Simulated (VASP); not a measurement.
# AlAs (zincblende type) (F-43m) in VASP: a series of runs

The runs below take AlAs (zincblende type) through single point, with LDA.

All numbers are computed with VASP 6.6.1; they aren't measurements. Logs are shortened: lines on timing, memory, paths and dates and some standing lists are left out, and cuts for length are marked.

## 1. The cell of the first run

The structure is cubic, space group F-43m (No. 216). The conventional cell has a = 5.045 Å, b = 5.045 Å, c = 5.045 Å, α = 90.00°, β = 90.00°, γ = 90.00°. Al (site symmetry -43m) has 4 As at 2.18 Å within 2.9 Å. Within 2.9 Å of As (site symmetry -43m) lie 4 Al at 2.18 Å.

## 2. Single point, LDA (16.05 Å³/atom)

INCAR

```
PREC     = Accurate       # precision mode
ENCUT    = 500            # plane-wave cutoff, eV
EDIFF    = 1E-6           # SCF threshold, eV
ISMEAR   = -1             # smearing method
SIGMA    = 0.08           # smearing width, eV
LREAL    = False          # projectors in reciprocal space
LASPH    = True           # aspherical terms in the spheres
NELM     = 120            # most SCF steps
ALGO     = Normal         # electronic algorithm
ISIF     = 2              # what is computed and relaxed
LWAVE    = False          # write WAVECAR
LCHARG   = True           # write CHGCAR
GGA      = CA             # functional
LELF     = True           # ELF
LVHAR    = True         
NBANDS   = 11             # bands
GGA_COMPAT= False
```

KPOINTS

```
Automatic mesh
0
Gamma
  11 11 11
```

POSCAR

```
AlAs
1.0
    0.0000000000      2.5222931638      2.5222931638
    2.5222931638      0.0000000000      2.5222931638
    2.5222931638      2.5222931638      0.0000000000
Al As
1 1
Direct
    0.0000000000      0.0000000000      0.0000000000
    0.2500000000      0.2500000000      0.2500000000
```

Potentials or basis: VASP PAW LDA potentials, release 64 (Al, As).

Command:

```sh
$ cat potpaw_LDA.64/Al/POTCAR potpaw_LDA.64/As/POTCAR > POTCAR
$ mpirun -np 1 vasp_std > vasp.out
```

OUTCAR:

```text
PREC = Accurate
   ENCUT = 500
   EDIFF = 1E-6
   ISMEAR = -1
   LREAL = False
   LASPH = True
   NELM = 120
   ISIF = 2
   GGA = CA

 ion  position               nearest neighbor table
   1  0.000  0.000  0.000-   2 2.18   2 2.18   2 2.18   2 2.18
   2  0.250  0.250  0.250-   1 2.18   1 2.18   1 2.18   1 2.18

  LATTYP: Found a face centered cubic cell.
 ALAT       =     5.0445863276

  Lattice vectors:

 A1 = (   0.0000000000,   2.5222931638,   2.5222931638)
 A2 = (   2.5222931638,   0.0000000000,   2.5222931638)
 A3 = (   2.5222931638,   2.5222931638,   0.0000000000)

Analysis of symmetry for initial positions (statically):
=====================================================================
 Subroutine PRICEL returns:
 Original cell was already a primitive cell.

 Routine SETGRP: Setting up the symmetry group for a
 face centered cubic supercell.

 Subroutine GETGRP returns: Found 24 space group operations
 (whereof 24 operations were pure point group operations)
 out of a pool of 48 trial point group operations.

The static configuration has the point symmetry T_d .

Analysis of symmetry for dynamics (positions and initial velocities):
=====================================================================
 Subroutine PRICEL returns:
 Original cell was already a primitive cell.

 Routine SETGRP: Setting up the symmetry group for a
 face centered cubic supercell.

 Subroutine GETGRP returns: Found 24 space group operations
 (whereof 24 operations were pure point group operations)
 out of a pool of 48 trial point group operations.

The dynamic configuration has the point symmetry T_d .

 Subroutine INISYM returns: Found 24 space group operations
 (whereof 24 operations are pure point group operations),
 and found     1 'primitive' translations

----------------------------------------------------------------------------------------

                                     Primitive cell

  volume of cell :      32.0935

  direct lattice vectors                    reciprocal lattice vectors
     0.000000000  2.522293164  2.522293164    -0.198232310  0.198232310  0.198232310
     2.522293164  0.000000000  2.522293164     0.198232310 -0.198232310  0.198232310
     2.522293164  2.522293164  0.000000000     0.198232310  0.198232310 -0.198232310

  length of vectors
     3.567061201  3.567061201  3.567061201     0.343348432  0.343348432  0.343348432

  position of ions in fractional coordinates (direct lattice)
     0.000000000  0.000000000  0.000000000
     0.250000000  0.250000000  0.250000000

  ion indices of the primitive-cell ions
   primitive index   ion index
                 1           1
                 2           2

----------------------------------------------------------------------------------------

 KPOINTS: Automatic mesh

Automatic generation of k-mesh.
 Grid dimensions read from file:
 generate k-points for:   11   11   11

 Generating k-lattice:

  Cartesian coordinates                     Fractional coordinates (reciprocal lattice)
    -0.018021119  0.018021119  0.018021119     0.090909091  0.000000000  0.000000000
     0.018021119 -0.018021119  0.018021119     0.000000000  0.090909091  0.000000000
     0.018021119  0.018021119 -0.018021119     0.000000000  0.000000000  0.090909091

  Length of vectors
     0.031213494  0.031213494  0.031213494

  Shift w.r.t. Gamma in fractional coordinates (k-lattice)
     0.000000000  0.000000000  0.000000000

 Subroutine IBZKPT returns following result:
 ===========================================

 Found     56 irreducible k-points:

 Following reciprocal coordinates:
            Coordinates               Weight
  0.000000  0.000000  0.000000      1.000000
  0.090909  0.000000  0.000000      8.000000
  0.181818  0.000000  0.000000      8.000000
  0.272727  0.000000  0.000000      8.000000
  0.363636  0.000000  0.000000      8.000000
  0.454545  0.000000  0.000000      8.000000
[... 16 lines left out ...]
 -0.272727  0.181818  0.000000     24.000000
 -0.181818  0.181818  0.000000     12.000000
 [... further k-points ...]
   k-points           NKPTS =     56   k-points in BZ     NKDIM =     56   number of bands    NBANDS=     11
   number of dos      NEDOS =    301   number of ions     NIONS =      2
   total plane-waves  NPLWV =  21952
   dimension x,y,z NGX =    28 NGY =   28 NGZ =   28
   dimension x,y,z NGXF=    56 NGYF=   56 NGZF=   56
   ions per type =               1   1
   NGX,Y,Z   is equivalent  to a cutoff of  13.05, 13.05, 13.05 a.u.
   NGXF,Y,Z  is equivalent  to a cutoff of  26.10, 26.10, 26.10 a.u.
 SYSTEM =  unknown system
   PREC   = accura    normal or accurate (medium, high low for compatibility)
   ISTART =      0    job   : 0-new  1-cont  2-samecut
   ICHARG =      2    charge: 1-file 2-atom 10-const
   ISPIN  =      1    spin polarized calculation?
   LNONCOLLINEAR =      F non collinear calculations
   LSORBIT =      F    spin-orbit coupling
   LASPH  =      T    aspherical Exc in radial PAW
   ENCUT  =  500.0 eV  36.75 Ry    6.06 a.u.   6.50  6.50  6.50*2*pi/ulx,y,z
   NELM   =    120;   NELMIN=  2; NELMDL= -5     # of ELM steps
   EDIFF  = 0.1E-05   stopping-criterion for ELM
   LREAL  =      F    real-space projection
   EDIFFG = 0.1E-04   stopping-criterion for IOM
   NSW    =      0    number of steps for IOM
   IBRION =     -1    ionic relax: 0-MD 1-quasi-New 2-CG
   NFREE  =      0    steps in history (QN), initial steepest desc. (CG)
   ISIF   =      2    stress and relaxation
   ISYM   =      2    0-nonsym 1-usesym 2-fastsym
   POTIM  = 0.5000    time-step for ionic-motion
   TEBEG  =    0.0;   TEEND  =   0.0 temperature during run
   PSTRESS=    0.0 pullay stress
   NELECT =       8.0000    total number of electrons
   NUPDOWN=      -1.0000    fix difference up-down
   EMIN   =  10.00;   EMAX   =-10.00  energy-range for DOS
   EFERMI =   0.00;   METHOD = LEGACY
   ISMEAR =    -1;   SIGMA  =   0.08  broadening in eV -4-tet -1-fermi 0-gaus
   EFERMI_NEDOS =   21; number of points for ismear=-14 and -15
   IALGO  =     38    algorithm
   IMIX   =      4    mixing-type and parameters
     AMIX     =   0.40;   BMIX     =  1.00
     AMIX_MAG =   1.60;   BMIX_MAG =  1.00
  volume/ion in A,a.u.               =      16.05       108.29
  Fermi-wavevector in a.u.,A,eV,Ry     =   1.030305  1.946995 14.442979  1.061529
  Thomas-Fermi vector in A             =   2.164397
   LORBIT       =      0    0 simple, 1 ext, 2 COOP (PROOUT), +10 PAW based schemes
   GGA     = CA    functional components
   LHFCALC =     F    Hartree Fock is set to
   AEXX    =    0.0000 exact exchange contribution
   IVDW    =     0    specifies the selected vdW correction
   LEPSILON=     F    determine dielectric tensor
   LRPA    =     F    only Hartree local field effects (RPA)
 non-spin polarized calculation
  energy-cutoff  :      500.00
  volume of cell :       32.09
 maximum number of plane-waves:       869
 NGX is ok and might be reduce to    28
   NGX = 13   NGY = 13   NGZ = 13

 number of electron       8.0000000 magnetization

 Free energy of the ion-electron system (eV)
  ---------------------------------------------------
  ext. energy  EPLUGINS =         0.00000000
  ---------------------------------------------------
  free energy    TOTEN  =        -9.01380000 eV

  energy without entropy =       -9.01356464  energy(sigma->0) =       -9.01368232

 E-fermi :   7.6480     XC(G=0): -10.6602

 val. band max:        7.3052746543   @ k =   0.0000   0.0000   0.0000
 cond. band min:       7.9321937155   @ k =   0.4545   0.4545   0.0000
 fundamental gap:      0.6269190612
 Fermi energy:         7.6479635867

 k-point     1 :       0.0000    0.0000    0.0000
  band No.  band energies     occupation
      1      -6.9345      2.00000
      2       7.3053      1.97279
      3       7.3053      1.97279
      4       7.3053      1.97279
      5      12.1530      0.00000
      6      12.1732      0.00000
      7      12.1732      0.00000
      8      12.1732      0.00000
      9      17.0082      0.00000
     10      17.0082      0.00000
     11      18.1326      0.00000

 k-point     2 :       0.0909    0.0000    0.0000
  band No.  band energies     occupation
      1      -6.8134      2.00000
      2       6.3374      2.00000
      3       7.1812      1.99417
      4       7.1812      1.99417
      5      11.9639      0.00000
      6      12.3965      0.00000
      7      12.3965      0.00000
      8      13.1359      0.00000
      9      16.4335      0.00000
     10      16.4335      0.00000
     11      18.4204      0.00000

 k-point     3 :       0.1818    0.0000    0.0000
  band No.  band energies     occupation
      1      -6.4580      2.00000
      2       4.5039      2.00000
      3       6.8968      1.99983
      4       6.8968      1.99983
      5      11.5733      0.00000
      6      12.7797      0.00000
      7      12.7797      0.00000
      8      14.8600      0.00000
      9      15.8867      0.00000
     10      15.8867      0.00000
     11      18.0769      0.00000

 k-point     4 :       0.2727    0.0000    0.0000
  band No.  band energies     occupation
      1      -5.8982      2.00000
      2       2.6377      2.00000
      3       6.5962      2.00000
      4       6.5962      2.00000
      5      11.1911      0.00000
      6      12.7209      0.00000
      7      12.7209      0.00000
      8      15.9264      0.00000
      9      16.3993      0.00000
     10      16.3993      0.00000
     11      18.1649      0.00000
[... 239 lines left out ...]
 k-point    22 :      -0.3636    0.1818    0.0000
  band No.  band energies     occupation
      1      -4.4736      2.00000
      2       0.6390      2.00000
      3       3.8995      2.00000
      4       5.9014      2.00000
      5      10.7711      0.00000
      6      13.3608      0.00000
      7      13.4340      0.00000
      8      17.0413      0.00000
      9      17.1463      0.00000
     10      18.5313      0.00000
     11      20.6341      0.00000

 k-point    23 :      -0.2727    0.1818    0.0000
  band No.  band energies     occupation
      1      -5.0819      2.00000
      2       1.7580      2.00000
      3       3.9771      2.00000
      4       6.3491      2.00000
      5      11.4193      0.00000
      6      13.3624      0.00000
      7      13.3734      0.00000
      8      15.4555      0.00000
      9      15.6057      0.00000
     10      19.5383      0.00000
     11      21.4984      0.00000

 k-point    24 :      -0.1818    0.1818    0.0000
  band No.  band energies     occupation
      1      -5.7092      2.00000
      2       3.0047      2.00000
      3       4.5548      2.00000
      4       6.7915      1.99996
      5      12.1593      0.00000
      6      13.1403      0.00000
      7      13.1516      0.00000
      8      14.5297      0.00000
      9      14.6537      0.00000
     10      19.2903      0.00000
     11      20.6742      0.00000

 [... further k-points ...]

------------------------ aborting loop because EDIFF is reached ----------------------------------------

  FORCE on cell =-STRESS in cart. coord.  units (eV):
  Direction    XX          YY          ZZ          XY          YZ          ZX
  --------------------------------------------------------------------------------------
  -------------------------------------------------------------------------------------
  Total       10.0586705     10.0586705     10.0586705      0.0000000      0.0000000      0.0000000
  in kB      502.1511730    502.1511730    502.1511730      0.0000000      0.0000000      0.0000000
  external PRESSURE =     502.1511730 kB  Pullay stress =       0.0000000 kB

 VOLUME and BASIS-vectors are now :
 -----------------------------------------------------------------------------
  energy-cutoff  :      500.00
  volume of cell :       32.09
      direct lattice vectors                 reciprocal lattice vectors
     0.000000000  2.522293164  2.522293164    -0.198232310  0.198232310  0.198232310
     2.522293164  0.000000000  2.522293164     0.198232310 -0.198232310  0.198232310
     2.522293164  2.522293164  0.000000000     0.198232310  0.198232310 -0.198232310

 POSITION                                       TOTAL-FORCE (eV/Angst)
 -----------------------------------------------------------------------------------
      0.00000      0.00000      0.00000        -0.000000     -0.000000      0.000000
      1.26115      1.26115      1.26115         0.000000      0.000000     -0.000000
 -----------------------------------------------------------------------------------
    total drift:                                0.000000      0.000000      0.000000

  FREE ENERGIE OF THE ION-ELECTRON SYSTEM (eV)
  ---------------------------------------------------
  free  energy   TOTEN  =        -9.0137999993 eV

  energy  without entropy=       -9.0135646352  energy(sigma->0) =       -9.01368232
```

It took 14 s on 1 thread of Intel Xeon Platinum 8259CL at 2.50GHz (Skylake/Cascade Lake), shared host; peak memory 0.15 GiB.

What came out:

| Item | Value |
| --- | --- |
| Free energy | -9.0138 eV |
| Pressure | 50.2 GPa |
| Band gap on the k mesh | 0.63 eV (least direct gap 3.64 eV) |

Levels at points of the mesh, in eV from the valence-band top:
```tsv
k point	band 1	band 2	band 3	band 4	band 5	band 6	band 7	band 8
(0.00, 0.00, 0.00)	-14.24	0.00	0.00	0.00	4.85	4.87	4.87	4.87
```

Caveat: the cell stands under pressure; semilocal functionals underestimate gaps, and a narrow one can read as zero; an odd mesh through Γ misses points on the zone boundary, where band edges can lie.

(Part 1 of 2 ends here.)
